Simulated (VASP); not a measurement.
Crystal: ZnO.

```
CELL_PARAMETERS angstrom
3.28797 0.00000 0.00000
-1.64398 2.84746 0.00000
0.00000 0.00000 7.13044
ATOMIC_POSITIONS crystal
Zn 0.00000 0.00000 0.75000
Zn 0.00000 0.00000 0.25000
O 0.33333 0.66667 0.25000
O 0.66667 0.33333 0.75000
```

* Program: VASP 6.6.1
* Task: relaxation of cell and atoms
* Functional: LDA
* Potentials or basis: VASP PAW LDA potentials, release 64 (Zn, O)
* Cutoff: 600 eV
* k mesh: 12 × 12 × 4
* Occupations: methfessel-paxton, width 0.1 eV
* Spin: no spin polarisation

At the start: pressure -7.6 GPa; volume 16.69 Å³/atom.

Task: Where does the relaxation end?

Result: Over 12 steps the energy falls by 57.9 meV/atom and the volume is 13.04 Å³/atom (-21.9 %); space group P6_3/mmc (No. 194, to 0.05 Å).

The path:
```tsv
step	energy change (eV)	largest force (eV/Å)	pressure (GPa)	volume (Å³)
1	0.0000	0.0000	-7.59	66.76
2	0.0488	0.0000	10.18	59.37
3	-0.1153	0.0000	-0.63	63.22
4	-0.1153	0.0000	-0.55	63.15
5	-0.1225	0.0000	-0.57	62.60
6	-0.1442	0.0000	-0.58	60.94
7	-0.1876	0.0000	-0.55	57.61
8	-0.2288	0.0000	0.91	50.96
9	-0.2308	0.0000	0.45	52.51
10	-0.2313	0.0000	0.61	52.03
11	-0.1977	0.0000	-4.87	53.19
12	-0.2318	0.0000	0.00	52.15
```

Final structure:
```
CELL_PARAMETERS angstrom
3.21201 0.00000 0.00000
-1.60601 2.78169 0.00000
0.00000 0.00000 5.83662
ATOMIC_POSITIONS crystal
Zn 0.00000 0.00000 0.75000
Zn 0.00000 0.00000 0.25000
O 0.33333 0.66667 0.25000
O 0.66667 0.33333 0.75000
```

Caveat: the volume moved by over 15 % at a fixed basis, so the end points are rough.
